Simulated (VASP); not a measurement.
# Ti (P6_3/mmc) in VASP: further runs

Runs on Ti. Level: r2SCAN. Tasks: single point.

Everything below comes from runs of VASP 6.6.1. Logs are shortened: lines on timing, memory, paths and dates and some standing lists are left out, and cuts for length are marked.

## (1) The cell of the first run

The structure is hexagonal, space group P6_3/mmc (No. 194). Conventional cell: a = 2.936 Å, b = 2.936 Å, c = 4.636 Å, α = 90.00°, β = 90.00°, γ = 120.00°. Within 3.8 Å of Ti (site symmetry -6m2) lie 12 Ti at 2.87 to 2.94 Å.

## (2) Single point, r2SCAN

Contents of POSCAR:

```
Ti
1.0
    2.9357969427      0.0000000000      0.0000000000
   -1.4678984714      2.5424747328      0.0000000000
    0.0000000000      0.0000000000      4.6361929056
Ti
2
Direct
    0.3333333333      0.6666666667      0.2500000000
    0.6666666667      0.3333333333      0.7500000000
```

Contents of INCAR.step1:

```
ALGO = Normal ; EDIFF = 1E-4
ENCUT = 520 ; GGA = PE
ISMEAR = 0 ; LASPH = True
LCHARG = False ; LREAL = False
LWAVE = True ; NBANDS = 19
NELM = 100 ; PREC = Accurate
SIGMA = 0.1
```

Contents of INCAR.step2:

```
ALGO = Normal ; EDIFF = 1E-6
ENCUT = 520 ; ISIF = 2
ISMEAR = 0 ; ISTART = 1
LASPH = True ; LCHARG = False
LMIXTAU = True ; LREAL = False
LWAVE = False ; METAGGA = R2SCAN
NBANDS = 19 ; NELM = 100
PREC = Accurate ; SIGMA = 0.1
```

Contents of KPOINTS:

```
k-points
0
Gamma
  24 24 12
```

Potentials or basis: VASP PAW PBE potentials, release 64 (Ti_sv).

Command:

```console
> cat potpaw_PBE.64/Ti_sv/POTCAR > POTCAR
> cp INCAR.step1 INCAR
> mpirun -np 1 vasp_std > vasp.out
> cp INCAR.step2 INCAR
> mpirun -np 1 vasp_std > vasp.out
```

OUTCAR:

```text
EDIFF = 1E-6
   ENCUT = 520
   ISIF = 2
   ISMEAR = 0
   ISTART = 1
   LASPH = True
   LREAL = False
   METAGGA = R2SCAN
   NELM = 100
   PREC = Accurate

 ion  position               nearest neighbor table
   1  0.333  0.667  0.250-   2 2.87   2 2.87   2 2.87   2 2.87   2 2.87   2 2.87
   2  0.667  0.333  0.750-   1 2.87   1 2.87   1 2.87   1 2.87   1 2.87   1 2.87

  LATTYP: Found a hexagonal cell.
 ALAT       =     2.9357969427
 C/A-ratio  =     1.5791939961

  Lattice vectors:

 A1 = (   2.9357969427,   0.0000000000,   0.0000000000)
 A2 = (  -1.4678984714,   2.5424747328,   0.0000000000)
 A3 = (   0.0000000000,   0.0000000000,   4.6361929056)

Analysis of symmetry for initial positions (statically):
=====================================================================
 Subroutine PRICEL returns:
 Original cell was already a primitive cell.

 Routine SETGRP: Setting up the symmetry group for a
 hexagonal supercell.

 Subroutine GETGRP returns: Found 24 space group operations
 (whereof 12 operations were pure point group operations)
 out of a pool of 24 trial point group operations.

The static configuration has the point symmetry D_3d.
 The point group associated with its full space group is D_6h.

Analysis of symmetry for dynamics (positions and initial velocities):
=====================================================================
 Subroutine PRICEL returns:
 Original cell was already a primitive cell.

 Routine SETGRP: Setting up the symmetry group for a
 hexagonal supercell.

 Subroutine GETGRP returns: Found 24 space group operations
 (whereof 12 operations were pure point group operations)
 out of a pool of 24 trial point group operations.

The dynamic configuration has the point symmetry D_3d.
 The point group associated with its full space group is D_6h.

 Subroutine INISYM returns: Found 24 space group operations
 (whereof 12 operations are pure point group operations),
 and found     1 'primitive' translations

----------------------------------------------------------------------------------------

                                     Primitive cell

  volume of cell :      34.6054

  direct lattice vectors                    reciprocal lattice vectors
     2.935796943  0.000000000  0.000000000     0.340623013  0.196658788  0.000000000
    -1.467898471  2.542474733  0.000000000     0.000000000  0.393317576  0.000000000
     0.000000000  0.000000000  4.636192906     0.000000000  0.000000000  0.215694217

  length of vectors
[... 82 lines left out ...]
   EDIFF  = 0.1E-05   stopping-criterion for ELM
   LREAL  =      F    real-space projection
   EDIFFG = 0.1E-04   stopping-criterion for IOM
   NSW    =      0    number of steps for IOM
   IBRION =     -1    ionic relax: 0-MD 1-quasi-New 2-CG
   NFREE  =      0    steps in history (QN), initial steepest desc. (CG)
   ISIF   =      2    stress and relaxation
   ISYM   =      2    0-nonsym 1-usesym 2-fastsym
   POTIM  = 0.5000    time-step for ionic-motion
   TEBEG  =    0.0;   TEEND  =   0.0 temperature during run
   PSTRESS=    0.0 pullay stress
   NELECT =      24.0000    total number of electrons
   NUPDOWN=      -1.0000    fix difference up-down
   EMIN   =  10.00;   EMAX   =-10.00  energy-range for DOS
   EFERMI =   0.00;   METHOD = LEGACY
   ISMEAR =     0;   SIGMA  =   0.10  broadening in eV -4-tet -1-fermi 0-gaus
   EFERMI_NEDOS =   21; number of points for ismear=-14 and -15
   IALGO  =     38    algorithm
   IMIX   =      4    mixing-type and parameters
     AMIX     =   0.40;   BMIX     =  1.00
     AMIX_MAG =   1.60;   BMIX_MAG =  1.00
  volume/ion in A,a.u.               =      17.30       116.76
  Fermi-wavevector in a.u.,A,eV,Ry     =   1.449096  2.738395 28.570596  2.099880
  Thomas-Fermi vector in A             =   2.566862
   LORBIT       =      0    0 simple, 1 ext, 2 COOP (PROOUT), +10 PAW based schemes
   METAGGA = R2SCAN    functional components
   LHFCALC =     F    Hartree Fock is set to
   AEXX    =    0.0000 exact exchange contribution
   IVDW    =     0    specifies the selected vdW correction
   LEPSILON=     F    determine dielectric tensor
   LRPA    =     F    only Hartree local field effects (RPA)
 non-spin polarized calculation
 Gauss-broadening in eV      SIGMA  =   0.10
  energy-cutoff  :      520.00
  volume of cell :       34.61
 maximum number of plane-waves:       965
 NGX is ok and might be reduce to    24
   NGX = 11   NGY = 11   NGZ = 17

 number of electron      24.0000002 magnetization

 Free energy of the ion-electron system (eV)
  ---------------------------------------------------
  ext. energy  EPLUGINS =         0.00000000
  ---------------------------------------------------
  free energy    TOTEN  =       -25.90563727 eV

  energy without entropy =      -25.89745813  energy(sigma->0) =      -25.90154770

 E-fermi :   8.4472     XC(G=0): -12.4156

 val. band max:        8.4422080196   @ k =   0.2500   0.2500   0.4167
 cond. band min:       8.4485142614   @ k =   0.3333   0.1667   0.4167
 fundamental gap:      0.0063062419
 Fermi energy:         8.4471687153

 k-point     1 :       0.0000    0.0000    0.0000
  band No.  band energies     occupation
      1     -50.7941      2.00000
      2     -50.6467      2.00000
      3     -26.3627      2.00000
      4     -25.6855      2.00000
      5     -25.6855      2.00000
      6     -25.6128      2.00000
[... 505 lines left out ...]
      6     -25.8389      2.00000
[... 11 lines left out ...]
     18      12.2689      0.00000
     19      12.9143      0.00000

 [... further k-points ...]

------------------------ aborting loop because EDIFF is reached ----------------------------------------

  FORCE on cell =-STRESS in cart. coord.  units (eV):
  Direction    XX          YY          ZZ          XY          YZ          ZX
  --------------------------------------------------------------------------------------
  -------------------------------------------------------------------------------------
  Total        0.0740690      0.0740690      0.0892780     -0.0000000      0.0000000     -0.0000000
  in kB        3.4292785      3.4292785      4.1334306     -0.0000000      0.0000000     -0.0000000
  external PRESSURE =       3.6639959 kB  Pullay stress =       0.0000000 kB

 VOLUME and BASIS-vectors are now :
 -----------------------------------------------------------------------------
  energy-cutoff  :      520.00
  volume of cell :       34.61
      direct lattice vectors                 reciprocal lattice vectors
     2.935796943  0.000000000  0.000000000     0.340623013  0.196658788  0.000000000
    -1.467898471  2.542474733  0.000000000     0.000000000  0.393317576  0.000000000
     0.000000000  0.000000000  4.636192906     0.000000000  0.000000000  0.215694217

 POSITION                                       TOTAL-FORCE (eV/Angst)
 -----------------------------------------------------------------------------------
     -0.00000      1.69498      1.15905         0.000000     -0.000000      0.000000
      1.46790      0.84749      3.47714        -0.000000      0.000000      0.000000
 -----------------------------------------------------------------------------------
    total drift:                               -0.000000      0.000000     -0.000000

  FREE ENERGIE OF THE ION-ELECTRON SYSTEM (eV)
  ---------------------------------------------------
  free  energy   TOTEN  =       -25.9056372741 eV

  energy  without entropy=      -25.8974581307  energy(sigma->0) =      -25.90154770
```

OSZICAR.step1:

```text
N       E                     dE             d eps       ncg     rms          rms(c)
DAV:   1     0.263737569207E+03    0.26374E+03   -0.13090E+04 16266   0.158E+03
DAV:   2     0.126550363519E+02   -0.25108E+03   -0.24706E+03 16700   0.442E+02
DAV:   3    -0.164855794391E+02   -0.29141E+02   -0.28761E+02 30387   0.123E+02
DAV:   4    -0.176892498436E+02   -0.12037E+01   -0.12022E+01 18752   0.262E+01
DAV:   5    -0.177473982270E+02   -0.58148E-01   -0.58143E-01 23995   0.408E+00    0.119E+01
DAV:   6    -0.156729956733E+02    0.20744E+01   -0.75334E+00 18864   0.276E+01    0.299E+00
DAV:   7    -0.156578532758E+02    0.15142E-01   -0.70348E-01 24476   0.613E+00    0.207E+00
DAV:   8    -0.156847176690E+02   -0.26864E-01   -0.20161E-01 17877   0.516E+00    0.712E-01
DAV:   9    -0.156766576581E+02    0.80600E-02   -0.44601E-02 18378   0.216E+00    0.693E-02
DAV:  10    -0.156770695966E+02   -0.41194E-03   -0.32958E-03 23261   0.340E-01    0.773E-02
DAV:  11    -0.156771012320E+02   -0.31635E-04   -0.97309E-05 12256   0.738E-02
   1 F= -.15677101E+02 E0= -.15672376E+02  d E =-.945018E-02
```

It took 10 min on 1 thread of Intel Xeon Platinum 8488C (Sapphire Rapids), shared host; peak memory 0.34 GiB.

Results:

| Item | Value |
| --- | --- |
| Free energy | -25.9056 eV |
| Pressure | 0.4 GPa |
| Band gap on the k mesh | zero (bands 12 and 13 overlap by 1.27 eV) |

Caveat: the PAW data sets were made with another functional, which shifts forces and pressure a little.

## (3) Single point, r2SCAN (biaxial strain in the a-b plane: +1.0 %, then relaxed in part)

Contents of POSCAR:

```
Ti
1.0
    2.9651549122      0.0000000000      0.0000000000
   -1.4825774561      2.5678994801      0.0000000000
    0.0000000000      0.0000000000      4.6010522356
Ti
2
Direct
    0.3333333333      0.6666666667      0.2500000000
    0.6666666667      0.3333333333      0.7500000000
```

Contents of INCAR.step1:

```
SYSTEM = Ti
PREC = Accurate ; ENCUT = 520
ISMEAR = 0 ; SIGMA = 0.1
LREAL = .FALSE. ; LASPH = .TRUE.
NELM = 80 ; NBANDS = 19
GGA = PE ; ALGO = Normal
EDIFF = 1E-4 ; LWAVE = .TRUE.
LCHARG = .FALSE.
```

Contents of INCAR.step2:

```
SYSTEM = Ti
PREC = Accurate ; ENCUT = 520
EDIFF = 1E-6 ; ISMEAR = 0
SIGMA = 0.1 ; LREAL = .FALSE.
LASPH = .TRUE. ; NELM = 80
ALGO = Normal ; ISIF = 2
LWAVE = .FALSE. ; LCHARG = .FALSE.
METAGGA = R2SCAN ; LMIXTAU = .TRUE.
NBANDS = 19 ; ISTART = 1
```

Contents of KPOINTS:

```
regular mesh
0
G
  24 24 12
  0 0 0
```

Potentials or basis: VASP PAW PBE potentials, release 64 (Ti_sv).

Command:

```console
> cat potpaw_PBE.64/Ti_sv/POTCAR > POTCAR
> cp INCAR.step1 INCAR
> mpirun -np 1 vasp_std > vasp.out
> cp INCAR.step2 INCAR
> mpirun -np 1 vasp_std > vasp.out
```

It took 9.2 min on 1 thread of Intel Xeon Platinum 8488C (Sapphire Rapids), shared host; peak memory 0.34 GiB.

The run converged. Its results:

```
Free energy            : -25.9021 eV
Pressure               : -1.1 GPa
Band gap on the k mesh : zero (bands 12 and 13 overlap by 1.24 eV)
```

Stress tensor (GPa, compression positive):
```
-1.79  0.00  0.00
 0.00 -1.79  0.00
 0.00  0.00  0.35
```

Levels at points of the mesh, in eV from the Fermi level:
| k point | band 10 | band 11 | band 12 | band 13 | band 14 | band 15 |
| --- | --- | --- | --- | --- | --- | --- |
| (0.00, 0.00, 0.00) | -2.85 | 0.73 | 0.82 | 0.82 | 1.08 | 1.38 |
| (0.50, 0.00, 0.00) | -2.29 | -1.90 | -0.94 | 0.50 | 0.75 | 1.32 |
| (0.00, 0.00, 0.50) | -4.64 | 0.13 | 0.13 | 0.70 | 0.70 | 0.70 |
| (0.50, 0.00, 0.50) | -2.67 | -0.84 | -0.84 | 1.19 | 1.19 | 1.81 |

Caveat: the cell differs from its parent crystal (biaxial strain in the a-b plane: +1.0 %, then relaxed in part); the PAW data sets were made with another functional, which shifts forces and pressure a little.

(Continued in part 2 of 2.)
